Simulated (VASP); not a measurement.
# BaTe (Pm-3m) in VASP: notebook

Runs on BaTe. Level: LDA. Tasks: single point.

Everything below comes from runs of VASP 6.6.1. Logs are shortened: lines on timing, memory, paths and dates and some standing lists are left out, and cuts for length are marked.

## Step 1: The cell of the first run

Symmetry: Pm-3m, No. 221, cubic system. The conventional cell has a = 4.175 Å, b = 4.175 Å, c = 4.175 Å, α = 90.00°, β = 90.00°, γ = 90.00°. Ba (site symmetry m-3m) has 8 Te at 3.62 Å and 6 Ba at 4.18 Å within 4.8 Å. Within 4.8 Å of Te (site symmetry m-3m) lie 8 Ba at 3.62 Å and 6 Te at 4.18 Å.

## Step 2: Single point, LDA

Contents of INCAR:

```
PREC = Accurate
ENCUT = 500
EDIFF = 1E-6
ISMEAR = 0
SIGMA = 0.01
LREAL = False
LASPH = True
NELM = 120
ALGO = Normal
ISIF = 2
LWAVE = False
LCHARG = True
GGA = CA
LELF = True
LVHAR = True
NBANDS = 15
GGA_COMPAT = False
```

Contents of KPOINTS:

```
Automatic mesh
0
Gamma
  4 4 4
```

Contents of POSCAR:

```
BaTe
1.0
    4.1754564008      0.0000000000      0.0000000000
    0.0000000000      4.1754564008      0.0000000000
    0.0000000000      0.0000000000      4.1754564008
Ba Te
1 1
Direct
    0.0000000000      0.0000000000      0.0000000000
    0.5000000000      0.5000000000      0.5000000000
```

Potentials or basis: VASP PAW LDA potentials, release 64 (Ba_sv, Te).

The run is started by

```bash
cat potpaw_LDA.64/Ba_sv/POTCAR potpaw_LDA.64/Te/POTCAR > POTCAR
mpirun -np 1 vasp_std > vasp.out
```

OUTCAR:

```text
PREC = Accurate
   ENCUT = 500
   EDIFF = 1E-6
   ISMEAR = 0
   LREAL = False
   LASPH = True
   NELM = 120
   ISIF = 2
   GGA = CA

 ion  position               nearest neighbor table
   1  0.000  0.000  0.000-   2 3.62   2 3.62   2 3.62   2 3.62   2 3.62   2 3.62   2 3.62   2 3.62

   2  0.500  0.500  0.500-   1 3.62   1 3.62   1 3.62   1 3.62   1 3.62   1 3.62   1 3.62   1 3.62

  LATTYP: Found a simple cubic cell.
 ALAT       =     4.1754564008

  Lattice vectors:

 A1 = (   4.1754564008,   0.0000000000,   0.0000000000)
 A2 = (   0.0000000000,   4.1754564008,   0.0000000000)
 A3 = (   0.0000000000,   0.0000000000,   4.1754564008)

Analysis of symmetry for initial positions (statically):
=====================================================================
 Subroutine PRICEL returns:
 Original cell was already a primitive cell.

 Routine SETGRP: Setting up the symmetry group for a
 simple cubic supercell.

 Subroutine GETGRP returns: Found 48 space group operations
 (whereof 48 operations were pure point group operations)
 out of a pool of 48 trial point group operations.

The static configuration has the point symmetry O_h .

Analysis of symmetry for dynamics (positions and initial velocities):
=====================================================================
 Subroutine PRICEL returns:
 Original cell was already a primitive cell.

 Routine SETGRP: Setting up the symmetry group for a
 simple cubic supercell.

 Subroutine GETGRP returns: Found 48 space group operations
 (whereof 48 operations were pure point group operations)
 out of a pool of 48 trial point group operations.

The dynamic configuration has the point symmetry O_h .

 Subroutine INISYM returns: Found 48 space group operations
 (whereof 48 operations are pure point group operations),
 and found     1 'primitive' translations

----------------------------------------------------------------------------------------

                                     Primitive cell

  volume of cell :      72.7967

  direct lattice vectors                    reciprocal lattice vectors
     4.175456401  0.000000000  0.000000000     0.239494777  0.000000000  0.000000000
     0.000000000  4.175456401  0.000000000     0.000000000  0.239494777  0.000000000
     0.000000000  0.000000000  4.175456401     0.000000000  0.000000000  0.239494777

  length of vectors
     4.175456401  4.175456401  4.175456401     0.239494777  0.239494777  0.239494777

  position of ions in fractional coordinates (direct lattice)
     0.000000000  0.000000000  0.000000000
     0.500000000  0.500000000  0.500000000

  ion indices of the primitive-cell ions
   primitive index   ion index
                 1           1
                 2           2

----------------------------------------------------------------------------------------

 KPOINTS: Automatic mesh

Automatic generation of k-mesh.
 Grid dimensions read from file:
 generate k-points for:    4    4    4

 Generating k-lattice:

  Cartesian coordinates                     Fractional coordinates (reciprocal lattice)
     0.059873694  0.000000000  0.000000000     0.250000000  0.000000000  0.000000000
     0.000000000  0.059873694  0.000000000     0.000000000  0.250000000  0.000000000
     0.000000000  0.000000000  0.059873694     0.000000000  0.000000000  0.250000000

  Length of vectors
     0.059873694  0.059873694  0.059873694

  Shift w.r.t. Gamma in fractional coordinates (k-lattice)
     0.000000000  0.000000000  0.000000000

 Subroutine IBZKPT returns following result:
 ===========================================

 Found     10 irreducible k-points:

 Following reciprocal coordinates:
            Coordinates               Weight
  0.000000  0.000000  0.000000      1.000000
  0.250000  0.000000  0.000000      6.000000
  0.500000  0.000000  0.000000      3.000000
  0.250000  0.250000  0.000000     12.000000
  0.500000  0.250000  0.000000     12.000000
  0.500000  0.500000  0.000000      3.000000
  0.250000  0.250000  0.250000      8.000000
  0.500000  0.250000  0.250000     12.000000
  0.500000  0.500000  0.250000      6.000000
  0.500000  0.500000  0.500000      1.000000
   k-points           NKPTS =     10   k-points in BZ     NKDIM =     10   number of bands    NBANDS=     15
   number of dos      NEDOS =    301   number of ions     NIONS =      2
   total plane-waves  NPLWV =  27000
   dimension x,y,z NGX =    30 NGY =   30 NGZ =   30
   dimension x,y,z NGXF=    60 NGYF=   60 NGZF=   60
   ions per type =               1   1
   NGX,Y,Z   is equivalent  to a cutoff of  11.94, 11.94, 11.94 a.u.
   NGXF,Y,Z  is equivalent  to a cutoff of  23.89, 23.89, 23.89 a.u.
 SYSTEM =  unknown system
   PREC   = accura    normal or accurate (medium, high low for compatibility)
   ISTART =      0    job   : 0-new  1-cont  2-samecut
   ICHARG =      2    charge: 1-file 2-atom 10-const
   ISPIN  =      1    spin polarized calculation?
   LNONCOLLINEAR =      F non collinear calculations
   LSORBIT =      F    spin-orbit coupling
   LASPH  =      T    aspherical Exc in radial PAW
   ENCUT  =  500.0 eV  36.75 Ry    6.06 a.u.   7.61  7.61  7.61*2*pi/ulx,y,z
   NELM   =    120;   NELMIN=  2; NELMDL= -5     # of ELM steps
   EDIFF  = 0.1E-05   stopping-criterion for ELM
   LREAL  =      F    real-space projection
   EDIFFG = 0.1E-04   stopping-criterion for IOM
   NSW    =      0    number of steps for IOM
   IBRION =     -1    ionic relax: 0-MD 1-quasi-New 2-CG
   NFREE  =      0    steps in history (QN), initial steepest desc. (CG)
   ISIF   =      2    stress and relaxation
   ISYM   =      2    0-nonsym 1-usesym 2-fastsym
   POTIM  = 0.5000    time-step for ionic-motion
   TEBEG  =    0.0;   TEEND  =   0.0 temperature during run
   PSTRESS=    0.0 pullay stress
   NELECT =      16.0000    total number of electrons
   NUPDOWN=      -1.0000    fix difference up-down
   EMIN   =  10.00;   EMAX   =-10.00  energy-range for DOS
   EFERMI =   0.00;   METHOD = LEGACY
   ISMEAR =     0;   SIGMA  =   0.01  broadening in eV -4-tet -1-fermi 0-gaus
   EFERMI_NEDOS =   21; number of points for ismear=-14 and -15
   IALGO  =     38    algorithm
   IMIX   =      4    mixing-type and parameters
     AMIX     =   0.40;   BMIX     =  1.00
     AMIX_MAG =   1.60;   BMIX_MAG =  1.00
  volume/ion in A,a.u.               =      36.40       245.63
  Fermi-wavevector in a.u.,A,eV,Ry     =   0.987971  1.866995 13.280466  0.976087
  Thomas-Fermi vector in A             =   2.119464
   LORBIT       =      0    0 simple, 1 ext, 2 COOP (PROOUT), +10 PAW based schemes
   GGA     = CA    functional components
   LHFCALC =     F    Hartree Fock is set to
   AEXX    =    0.0000 exact exchange contribution
   IVDW    =     0    specifies the selected vdW correction
   LEPSILON=     F    determine dielectric tensor
   LRPA    =     F    only Hartree local field effects (RPA)
 non-spin polarized calculation
 Gauss-broadening in eV      SIGMA  =   0.01
  energy-cutoff  :      500.00
  volume of cell :       72.80
 maximum number of plane-waves:      1856
   NGX = 15   NGY = 15   NGZ = 15

 number of electron      15.9999999 magnetization

 Free energy of the ion-electron system (eV)
  ---------------------------------------------------
  ext. energy  EPLUGINS =         0.00000000
  ---------------------------------------------------
  free energy    TOTEN  =        -9.32504049 eV

  energy without entropy =       -9.32504049  energy(sigma->0) =       -9.32504049

 E-fermi :   4.1997     XC(G=0):  -9.3037

 val. band max:        4.1282674679   @ k =   0.5000   0.5000   0.0000
 cond. band min:       4.6118586569   @ k =   0.0000   0.0000   0.0000
 fundamental gap:      0.4835911890
 Fermi energy:         4.1997464438

 k-point     1 :       0.0000    0.0000    0.0000
  band No.  band energies     occupation
      1     -23.8635      2.00000
      2      -8.9024      2.00000
      3      -8.9024      2.00000
      4      -8.9024      2.00000
      5      -6.4943      2.00000
      6       3.7514      2.00000
      7       3.7514      2.00000
      8       3.7514      2.00000
      9       4.6119      0.00000
     10       4.6119      0.00000
     11       6.6010      0.00000
     12       8.7299      0.00000
     13       8.7299      0.00000
     14       8.7299      0.00000
     15      12.7131      0.00000

 k-point     2 :       0.2500    0.0000    0.0000
  band No.  band energies     occupation
      1     -23.8458      2.00000
      2      -9.3032      2.00000
      3      -8.8695      2.00000
      4      -8.8695      2.00000
      5      -6.0191      2.00000
      6       1.6688      2.00000
      7       3.4394      2.00000
      8       3.4394      2.00000
      9       4.9552      0.00000
     10       6.3611      0.00000
     11       8.4782      0.00000
     12       8.9253      0.00000
     13       9.0448      0.00000
     14       9.0448      0.00000
     15      10.2805      0.00000

 k-point     3 :       0.5000    0.0000    0.0000
  band No.  band energies     occupation
      1     -23.8279      2.00000
      2      -9.6264      2.00000
      3      -8.8361      2.00000
      4      -8.8361      2.00000
      5      -5.5625      2.00000
      6       0.4662      2.00000
      7       3.1437      2.00000
      8       3.1437      2.00000
      9       5.4424      0.00000
     10       8.8498      0.00000
     11       9.1549      0.00000
     12       9.1732      0.00000
     13       9.2651      0.00000
     14       9.8318      0.00000
     15       9.8318      0.00000

 k-point     4 :       0.2500    0.2500    0.0000
  band No.  band energies     occupation
      1     -23.8285      2.00000
      2      -9.2749      2.00000
      3      -9.1310      2.00000
      4      -8.8413      2.00000
      5      -5.8485      2.00000
      6       1.6533      2.00000
      7       2.4803      2.00000
      8       3.5074      2.00000
      9       5.6977      0.00000
     10       7.2042      0.00000
     11       7.3361      0.00000
     12       7.6657      0.00000
     13       9.4549      0.00000
     14      10.4403      0.00000
     15      11.4624      0.00000

 k-point     5 :       0.5000    0.2500    0.0000
  band No.  band energies     occupation
      1     -23.8112      2.00000
      2      -9.4938      2.00000
      3      -9.1017      2.00000
      4      -8.8128      2.00000
      5      -5.7095      2.00000
      6       1.1277      2.00000
      7       2.4514      2.00000
      8       3.5365      2.00000
      9       5.6518      0.00000
     10       7.4735      0.00000
     11       7.7199      0.00000
     12       8.2875      0.00000
     13       8.6728      0.00000
     14      10.7500      0.00000
     15      10.8164      0.00000

 k-point     6 :       0.5000    0.5000    0.0000
  band No.  band energies     occupation
      1     -23.7944      2.00000
      2      -9.3464      2.00000
      3      -9.3464      2.00000
      4      -8.7893      2.00000
      5      -5.8793      2.00000
      6       1.9904      2.00000
      7       1.9904      2.00000
      8       4.1283      2.00000
      9       4.8814      0.00000
     10       6.6105      0.00000
     11       6.9468      0.00000
     12       6.9468      0.00000
     13      10.5401      0.00000
     14      11.1814      0.00000
     15      12.2756      0.00000

 k-point     7 :       0.2500    0.2500    0.2500
  band No.  band energies     occupation
      1     -23.8119      2.00000
      2      -9.2239      2.00000
      3      -9.0877      2.00000
      4      -9.0877      2.00000
      5      -5.7615      2.00000
      6       2.1351      2.00000
      7       2.1351      2.00000
      8       2.2505      2.00000
      9       6.6942      0.00000
     10       6.6942      0.00000
     11       7.5515      0.00000
     12       9.0516      0.00000
     13       9.0516      0.00000
     14       9.2754      0.00000
     15      12.7806      0.00000

 k-point     8 :       0.5000    0.2500    0.2500
  band No.  band energies     occupation
      1     -23.7950      2.00000
      2      -9.3967      2.00000
      3      -9.0800      2.00000
      4      -9.0435      2.00000
      5      -5.6878      2.00000
      6       1.3264      2.00000
      7       1.8031      2.00000
      8       2.8584      2.00000
      9       6.5526      0.00000
     10       6.6487      0.00000
     11       7.1432      0.00000
     12       9.8454      0.00000
     13      10.1852      0.00000
     14      10.9248      0.00000
     15      11.3736      0.00000

 k-point     9 :       0.5000    0.5000    0.2500
  band No.  band energies     occupation
      1     -23.7787      2.00000
      2      -9.2931      2.00000
      3      -9.2931      2.00000
      4      -9.0211      2.00000
      5      -5.6746      2.00000
      6       1.4168      2.00000
      7       1.4168      2.00000
      8       2.1108      2.00000
      9       6.3135      0.00000
     10       7.8012      0.00000
     11       7.8012      0.00000
     12       9.1455      0.00000
     13      10.6286      0.00000
     14      11.2999      0.00000
     15      11.9077      0.00000

 k-point    10 :       0.5000    0.5000    0.5000
  band No.  band energies     occupation
      1     -23.7630      2.00000
      2      -9.2383      2.00000
      3      -9.2383      2.00000
      4      -9.2383      2.00000
      5      -5.4373      2.00000
      6       0.9430      2.00000
      7       0.9430      2.00000
      8       0.9430      2.00000
      9       8.9735      0.00000
     10       8.9735      0.00000
     11       8.9735      0.00000
     12      10.7161      0.00000
     13      10.7161      0.00000
     14      10.7161      0.00000
     15      10.7218      0.00000

------------------------ aborting loop because EDIFF is reached ----------------------------------------

  FORCE on cell =-STRESS in cart. coord.  units (eV):
  Direction    XX          YY          ZZ          XY          YZ          ZX
  --------------------------------------------------------------------------------------
  -------------------------------------------------------------------------------------
  Total       -0.3522686     -0.3522686     -0.3522686     -0.0000000     -0.0000000     -0.0000000
  in kB       -7.7530503     -7.7530503     -7.7530503     -0.0000000     -0.0000000     -0.0000000
  external PRESSURE =      -7.7530503 kB  Pullay stress =       0.0000000 kB

 VOLUME and BASIS-vectors are now :
 -----------------------------------------------------------------------------
  energy-cutoff  :      500.00
  volume of cell :       72.80
      direct lattice vectors                 reciprocal lattice vectors
     4.175456401  0.000000000  0.000000000     0.239494777  0.000000000  0.000000000
     0.000000000  4.175456401  0.000000000     0.000000000  0.239494777  0.000000000
     0.000000000  0.000000000  4.175456401     0.000000000  0.000000000  0.239494777

 POSITION                                       TOTAL-FORCE (eV/Angst)
 -----------------------------------------------------------------------------------
      0.00000      0.00000      0.00000         0.000000      0.000000      0.000000
      2.08773      2.08773      2.08773         0.000000      0.000000      0.000000
 -----------------------------------------------------------------------------------
    total drift:                               -0.000000     -0.000000     -0.000000

  FREE ENERGIE OF THE ION-ELECTRON SYSTEM (eV)
  ---------------------------------------------------
  free  energy   TOTEN  =        -9.3250404861 eV

  energy  without entropy=       -9.3250404861  energy(sigma->0) =       -9.32504049
```

Run time: 7.6 s. Hardware: 1 thread of AMD EPYC 7R43 (Zen 3), shared host; peak memory 0.11 GiB.

What came out:

```yaml
Free_energy: -9.3250 eV
Pressure: -0.8 GPa
Band_gap_on_the_k_mesh: 0.48 eV, indirect (least direct gap 0.75 eV)
```

Caveat: spin-orbit coupling is left out, which moves the levels of the heavy elements. A k mesh can miss the band edges.

## Step 3: Single point, LDA

This run uses another cell than the first one, of 37.17 Å³/atom, 1.021 times its volume.

Contents of INCAR:

```
SYSTEM = BaTe
  PREC = Accurate
  ENCUT = 500
  EDIFF = 1E-6
  ISMEAR = 0
  SIGMA = 0.01
  LREAL = .False.
  LASPH = .True.
  NELM = 120
  ALGO = Normal
  ISIF = 2
  LWAVE = .False.
  LCHARG = .True.
  LELF = .True.
  LVHAR = .True.
  NBANDS = 15
  GGA_COMPAT = .False.
```

Contents of KPOINTS:

```
regular mesh
0
Gamma
  4 4 4
  0 0 0
```

Contents of POSCAR:

```
BaTe
1.0
    4.2048619922      0.0000000000      0.0000000000
    0.0000000000      4.2048619922      0.0000000000
    0.0000000000      0.0000000000      4.2048619922
Ba Te
1 1
Direct
    0.0000000000      0.0000000000      0.0000000000
    0.5000000000      0.5000000000      0.5000000000
```

Potentials or basis: VASP PAW LDA potentials, release 64 (Ba_sv, Te).

The run is started by

```bash
cat potpaw_LDA.64/Ba_sv/POTCAR potpaw_LDA.64/Te/POTCAR > POTCAR
mpirun -np 1 vasp_std > vasp.out
```

OUTCAR:

```text
SYSTEM = BaTe
   PREC = Accurate
   ENCUT = 500
   EDIFF = 1E-6
   ISMEAR = 0
   LREAL = .False.
   LASPH = .True.
   NELM = 120
   ISIF = 2

 ion  position               nearest neighbor table
   1  0.000  0.000  0.000-   2 3.64   2 3.64   2 3.64   2 3.64   2 3.64   2 3.64   2 3.64   2 3.64

   2  0.500  0.500  0.500-   1 3.64   1 3.64   1 3.64   1 3.64   1 3.64   1 3.64   1 3.64   1 3.64

  LATTYP: Found a simple cubic cell.
 ALAT       =     4.2048619922

  Lattice vectors:

 A1 = (   4.2048619922,   0.0000000000,   0.0000000000)
[... 351 lines left out ...]

  FORCE on cell =-STRESS in cart. coord.  units (eV):
  Direction    XX          YY          ZZ          XY          YZ          ZX
  --------------------------------------------------------------------------------------
  -------------------------------------------------------------------------------------
  Total       -0.6949802     -0.6949802     -0.6949802      0.0000000      0.0000000      0.0000000
  in kB      -14.9771021    -14.9771021    -14.9771021      0.0000000      0.0000000      0.0000000
  external PRESSURE =     -14.9771021 kB  Pullay stress =       0.0000000 kB

 VOLUME and BASIS-vectors are now :
 -----------------------------------------------------------------------------
  energy-cutoff  :      500.00
  volume of cell :       74.35
      direct lattice vectors                 reciprocal lattice vectors
     4.204861992  0.000000000  0.000000000     0.237819934  0.000000000  0.000000000
     0.000000000  4.204861992  0.000000000     0.000000000  0.237819934  0.000000000
     0.000000000  0.000000000  4.204861992     0.000000000  0.000000000  0.237819934

 POSITION                                       TOTAL-FORCE (eV/Angst)
 -----------------------------------------------------------------------------------
      0.00000      0.00000      0.00000         0.000000      0.000000      0.000000
      2.10243      2.10243      2.10243         0.000000      0.000000      0.000000
 -----------------------------------------------------------------------------------
    total drift:                                0.000000      0.000000     -0.000000

  FREE ENERGIE OF THE ION-ELECTRON SYSTEM (eV)
  ---------------------------------------------------
  free  energy   TOTEN  =        -9.3140150033 eV

  energy  without entropy=       -9.3140150033  energy(sigma->0) =       -9.31401500
```

stdout:

```text
POSCAR found type information on POSCAR BaTe
 POSCAR found :  2 types and       2 ions
 scaLAPACK will be used
 LDA part: xc-table for (Slater(with rela. corr.)+CA(PZ))
 , standard interpolation
 POSCAR, INCAR and KPOINTS ok, starting setup
 FFT: planning ... GRIDC
 FFT: planning ... GRID_SOFT
 FFT: planning ... GRID
 WAVECAR not read
 entering main loop
```

Wall time 8.3 s (1 thread of AMD EPYC 7R43 (Zen 3), shared host); peak memory 0.12 GiB.

Results:

```yaml
Free_energy: -9.3140 eV
Pressure: -1.5 GPa
Band_gap_on_the_k_mesh: 0.54 eV, indirect (least direct gap 0.78 eV)
```

Levels at points of the mesh, in eV from the valence-band top:
| k point | band 5 | band 6 | band 7 | band 8 | band 9 | band 10 | band 11 | band 12 |
| --- | --- | --- | --- | --- | --- | --- | --- | --- |
| (0.00, 0.00, 0.00) | -10.55 | -0.38 | -0.38 | -0.38 | 0.54 | 0.54 | 2.35 | 4.55 |
| (0.50, 0.00, 0.00) | -9.68 | -3.58 | -0.95 | -0.95 | 1.35 | 4.75 | 4.96 | 4.97 |
| (0.50, 0.50, 0.00) | -9.96 | -2.11 | -2.11 | 0.00 | 0.78 | 2.46 | 2.82 | 2.82 |
| (0.50, 0.50, 0.50) | -9.54 | -3.09 | -3.09 | -3.09 | 4.77 | 4.77 | 4.77 | 6.45 |

Caveat: spin-orbit coupling is left out, which moves the levels of the heavy elements.
